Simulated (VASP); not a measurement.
# Al (Fm-3m) in VASP: notebook

Runs on Al. Level: PBEsol. Tasks: single point, relaxation of cell and atoms.

Program: VASP 6.6.1. These are calculated values, not measurements. Logs are shortened: lines on timing, memory, paths and dates and some standing lists are left out, and cuts for length are marked.

## Step 1: The cell of the first run

It takes space group Fm-3m (No. 225, cubic). The conventional cell has a = 4.015 Å, b = 4.015 Å, c = 4.015 Å, α = 90.00°, β = 90.00°, γ = 90.00°. Within 3.7 Å of Al (site symmetry m-3m) lie 12 Al at 2.84 Å.

## Step 2: Single point, PBEsol

The input, INCAR:

```
SYSTEM = Al
PREC = Accurate
ENCUT = 520
EDIFF = 1E-6
ISMEAR = -1
SIGMA = 0.1
LREAL = .FALSE.
LASPH = .TRUE.
NELM = 80
ALGO = Normal
ISIF = 2
LWAVE = .FALSE.
LCHARG = .FALSE.
GGA = PS
NBANDS = 8
```

The input, KPOINTS:

```
regular mesh
0
G
  18 18 18
  0 0 0
```

The input, POSCAR:

```
Al
1.0
    0.0000000000      2.0076778467      2.0076778467
    2.0076778467      0.0000000000      2.0076778467
    2.0076778467      2.0076778467      0.0000000000
Al
1
Direct
    0.0000000000      0.0000000000      0.0000000000
```

Potentials or basis: VASP PAW PBE potentials, release 64 (Al).

Launch:

```console
cat potpaw_PBE.64/Al/POTCAR > POTCAR
mpirun -np 1 vasp_std > vasp.out
```

OUTCAR:

```text
SYSTEM = Al
   PREC = Accurate
   ENCUT = 520
   EDIFF = 1E-6
   ISMEAR = -1
   LREAL = .FALSE.
   LASPH = .TRUE.
   NELM = 80
   ISIF = 2
   GGA = PS

 ion  position               nearest neighbor table
   1  0.000  0.000  0.000-

  LATTYP: Found a face centered cubic cell.
 ALAT       =     4.0153556934

  Lattice vectors:

 A1 = (   0.0000000000,   2.0076778467,   2.0076778467)
 A2 = (   2.0076778467,   0.0000000000,   2.0076778467)
 A3 = (   2.0076778467,   2.0076778467,   0.0000000000)

Analysis of symmetry for initial positions (statically):
=====================================================================
 Subroutine PRICEL returns:
 Original cell was already a primitive cell.

 Routine SETGRP: Setting up the symmetry group for a
 face centered cubic supercell.

 Subroutine GETGRP returns: Found 48 space group operations
 (whereof 48 operations were pure point group operations)
 out of a pool of 48 trial point group operations.

The static configuration has the point symmetry O_h .

Analysis of symmetry for dynamics (positions and initial velocities):
=====================================================================
 Subroutine PRICEL returns:
 Original cell was already a primitive cell.

 Routine SETGRP: Setting up the symmetry group for a
 face centered cubic supercell.

 Subroutine GETGRP returns: Found 48 space group operations
 (whereof 48 operations were pure point group operations)
 out of a pool of 48 trial point group operations.

The dynamic configuration has the point symmetry O_h .

 Subroutine INISYM returns: Found 48 space group operations
 (whereof 48 operations are pure point group operations),
 and found     1 'primitive' translations

----------------------------------------------------------------------------------------

                                     Primitive cell

  volume of cell :      16.1850

  direct lattice vectors                    reciprocal lattice vectors
     0.000000000  2.007677847  2.007677847    -0.249043939  0.249043939  0.249043939
     2.007677847  0.000000000  2.007677847     0.249043939 -0.249043939  0.249043939
     2.007677847  2.007677847  0.000000000     0.249043939  0.249043939 -0.249043939

  length of vectors
     2.839285240  2.839285240  2.839285240     0.431356756  0.431356756  0.431356756

  position of ions in fractional coordinates (direct lattice)
     0.000000000  0.000000000  0.000000000

  ion indices of the primitive-cell ions
   primitive index   ion index
                 1           1

----------------------------------------------------------------------------------------

 KPOINTS: regular mesh

Automatic generation of k-mesh.
 Grid dimensions read from file:
 generate k-points for:   18   18   18

 Generating k-lattice:

  Cartesian coordinates                     Fractional coordinates (reciprocal lattice)
    -0.013835774  0.013835774  0.013835774     0.055555556  0.000000000  0.000000000
     0.013835774 -0.013835774  0.013835774     0.000000000  0.055555556  0.000000000
     0.013835774  0.013835774 -0.013835774     0.000000000  0.000000000  0.055555556

  Length of vectors
     0.023964264  0.023964264  0.023964264

  Shift w.r.t. Gamma in fractional coordinates (k-lattice)
     0.000000000  0.000000000  0.000000000

 Subroutine IBZKPT returns following result:
 ===========================================

 Found    195 irreducible k-points:

 Following reciprocal coordinates:
            Coordinates               Weight
  0.000000  0.000000  0.000000      1.000000
  0.055556  0.000000  0.000000      8.000000
  0.111111  0.000000  0.000000      8.000000
  0.166667  0.000000  0.000000      8.000000
  0.222222  0.000000  0.000000      8.000000
  0.277778  0.000000  0.000000      8.000000
[... 16 lines left out ...]
 -0.277778  0.055556  0.000000     24.000000
 -0.222222  0.055556  0.000000     24.000000
 [... further k-points ...]
   k-points           NKPTS =    195   k-points in BZ     NKDIM =    195   number of bands    NBANDS=      8
   number of dos      NEDOS =    301   number of ions     NIONS =      1
   total plane-waves  NPLWV =  13824
   dimension x,y,z NGX =    24 NGY =   24 NGZ =   24
   dimension x,y,z NGXF=    48 NGYF=   48 NGZF=   48
   ions per type =               1
   NGX,Y,Z   is equivalent  to a cutoff of  14.05, 14.05, 14.05 a.u.
   NGXF,Y,Z  is equivalent  to a cutoff of  28.10, 28.10, 28.10 a.u.
 SYSTEM =  Al
   PREC   = accura    normal or accurate (medium, high low for compatibility)
   ISTART =      0    job   : 0-new  1-cont  2-samecut
   ICHARG =      2    charge: 1-file 2-atom 10-const
   ISPIN  =      1    spin polarized calculation?
   LNONCOLLINEAR =      F non collinear calculations
   LSORBIT =      F    spin-orbit coupling
   LASPH  =      T    aspherical Exc in radial PAW
   ENCUT  =  520.0 eV  38.22 Ry    6.18 a.u.   5.28  5.28  5.28*2*pi/ulx,y,z
   NELM   =     80;   NELMIN=  2; NELMDL= -5     # of ELM steps
   EDIFF  = 0.1E-05   stopping-criterion for ELM
   LREAL  =      F    real-space projection
   EDIFFG = 0.1E-04   stopping-criterion for IOM
   NSW    =      0    number of steps for IOM
   IBRION =     -1    ionic relax: 0-MD 1-quasi-New 2-CG
   NFREE  =      0    steps in history (QN), initial steepest desc. (CG)
   ISIF   =      2    stress and relaxation
   ISYM   =      2    0-nonsym 1-usesym 2-fastsym
   POTIM  = 0.5000    time-step for ionic-motion
   TEBEG  =    0.0;   TEEND  =   0.0 temperature during run
   PSTRESS=    0.0 pullay stress
   NELECT =       3.0000    total number of electrons
   NUPDOWN=      -1.0000    fix difference up-down
   EMIN   =  10.00;   EMAX   =-10.00  energy-range for DOS
   EFERMI =   0.00;   METHOD = LEGACY
   ISMEAR =    -1;   SIGMA  =   0.10  broadening in eV -4-tet -1-fermi 0-gaus
   EFERMI_NEDOS =   21; number of points for ismear=-14 and -15
   IALGO  =     38    algorithm
   IMIX   =      4    mixing-type and parameters
     AMIX     =   0.40;   BMIX     =  1.00
     AMIX_MAG =   1.60;   BMIX_MAG =  1.00
  volume/ion in A,a.u.               =      16.18       109.22
  Fermi-wavevector in a.u.,A,eV,Ry     =   0.933422  1.763911 11.854430  0.871276
  Thomas-Fermi vector in A             =   2.060122
   LORBIT       =      0    0 simple, 1 ext, 2 COOP (PROOUT), +10 PAW based schemes
   GGA     = PS    functional components
   LHFCALC =     F    Hartree Fock is set to
   AEXX    =    0.0000 exact exchange contribution
   IVDW    =     0    specifies the selected vdW correction
   LEPSILON=     F    determine dielectric tensor
   LRPA    =     F    only Hartree local field effects (RPA)
 non-spin polarized calculation
  energy-cutoff  :      520.00
  volume of cell :       16.18
 maximum number of plane-waves:       448
 NGX is ok and might be reduce to    24
   NGX = 11   NGY = 11   NGZ = 11

 number of electron       3.0000000 magnetization

 Free energy of the ion-electron system (eV)
  ---------------------------------------------------
  ext. energy  EPLUGINS =         0.00000000
  ---------------------------------------------------
  free energy    TOTEN  =        -4.09720887 eV

  energy without entropy =       -4.08284487  energy(sigma->0) =       -4.09002687

 E-fermi :   8.1397     XC(G=0): -10.3273

 val. band max:        8.1282213166   @ k =  -0.2778   0.2778   0.0556
 cond. band min:       8.1511751461   @ k =  -0.4444   0.3333   0.1111
 fundamental gap:      0.0229538295
 Fermi energy:         8.1397175970

 k-point     1 :       0.0000    0.0000    0.0000
  band No.  band energies     occupation
      1      -3.1115      2.00000
      2      20.8539      0.00000
      3      20.8539      0.00000
      4      20.8539      0.00000
      5      22.4921      0.00000
      6      22.4921      0.00000
      7      22.4921      0.00000
      8      24.7773      0.00000

 k-point     2 :       0.0556    0.0000    0.0000
  band No.  band energies     occupation
      1      -3.0266      2.00000
      2      19.3527      0.00000
      3      20.5603      0.00000
      4      20.5603      0.00000
      5      22.9188      0.00000
      6      22.9188      0.00000
      7      23.0398      0.00000
      8      25.6709      0.00000

 k-point     3 :       0.1111    0.0000    0.0000
  band No.  band energies     occupation
      1      -2.7720      2.00000
      2      17.1154      0.00000
      3      20.0614      0.00000
      4      20.0614      0.00000
      5      23.0913      0.00000
      6      23.7887      0.00000
      7      23.7887      0.00000
      8      26.2141      0.00000

 k-point     4 :       0.1667    0.0000    0.0000
  band No.  band energies     occupation
      1      -2.3488      2.00000
      2      14.8582      0.00000
      3      19.6202      0.00000
      4      19.6202      0.00000
      5      22.9213      0.00000
      6      24.3913      0.00000
      7      24.3913      0.00000
      8      25.5654      0.00000

 k-point     5 :       0.2222    0.0000    0.0000
  band No.  band energies     occupation
      1      -1.7584      2.00000
      2      12.6764      0.00000
      3      19.2945      0.00000
      4      19.2945      0.00000
      5      22.7448      0.00000
      6      23.5771      0.00000
      7      23.5771      0.00000
      8      26.5435      0.00000
[... 177 lines left out ...]
 k-point    22 :      -0.3333    0.0556    0.0000
  band No.  band energies     occupation
      1       0.3298      2.00000
      2       8.0976      1.20755
      3      17.3607      0.00000
      4      20.2561      0.00000
      5      20.3145      0.00000
      6      21.7634      0.00000
      7      23.3286      0.00000
      8      26.2322      0.00000

 k-point    23 :      -0.2778    0.0556    0.0000
  band No.  band energies     occupation
      1      -0.6408      2.00000
      2      10.0015      0.00000
      3      17.3787      0.00000
      4      20.2849      0.00000
      5      21.1741      0.00000
      6      22.6334      0.00000
      7      23.2832      0.00000
      8      27.0299      0.00000

 k-point    24 :      -0.2222    0.0556    0.0000
  band No.  band energies     occupation
      1      -1.4501      2.00000
      2      12.0296      0.00000
      3      17.5420      0.00000
      4      20.4205      0.00000
      5      22.1793      0.00000
      6      23.2618      0.00000
      7      23.7040      0.00000
      8      25.9149      0.00000

 [... further k-points ...]

------------------------ aborting loop because EDIFF is reached ----------------------------------------

  FORCE on cell =-STRESS in cart. coord.  units (eV):
  Direction    XX          YY          ZZ          XY          YZ          ZX
  --------------------------------------------------------------------------------------
  -------------------------------------------------------------------------------------
  Total        0.0054984      0.0054984      0.0054984      0.0000000      0.0000000     -0.0000000
  in kB        0.5442940      0.5442940      0.5442940      0.0000000      0.0000000     -0.0000000
  external PRESSURE =       0.5442940 kB  Pullay stress =       0.0000000 kB

 VOLUME and BASIS-vectors are now :
 -----------------------------------------------------------------------------
  energy-cutoff  :      520.00
  volume of cell :       16.18
      direct lattice vectors                 reciprocal lattice vectors
     0.000000000  2.007677847  2.007677847    -0.249043939  0.249043939  0.249043939
     2.007677847  0.000000000  2.007677847     0.249043939 -0.249043939  0.249043939
     2.007677847  2.007677847  0.000000000     0.249043939  0.249043939 -0.249043939

 POSITION                                       TOTAL-FORCE (eV/Angst)
 -----------------------------------------------------------------------------------
      0.00000      0.00000      0.00000         0.000000      0.000000      0.000000
 -----------------------------------------------------------------------------------
    total drift:                               -0.000000      0.000000      0.000000

  FREE ENERGIE OF THE ION-ELECTRON SYSTEM (eV)
  ---------------------------------------------------
  free  energy   TOTEN  =        -4.0972088680 eV

  energy  without entropy=       -4.0828448737  energy(sigma->0) =       -4.09002687
```

Wall time 31 s (1 thread of AMD EPYC 7R13, shared host); peak memory 0.11 GiB.

Results:

```yaml
Free_energy: -4.0972 eV
Pressure: 0.1 GPa
Band_gap_on_the_k_mesh: zero (an odd number of electrons rules out a gap without spin polarisation)
```

Caveat: the PAW data sets were made with another functional, which shifts forces and pressure a little.

(Continued in part 2 of 2.)
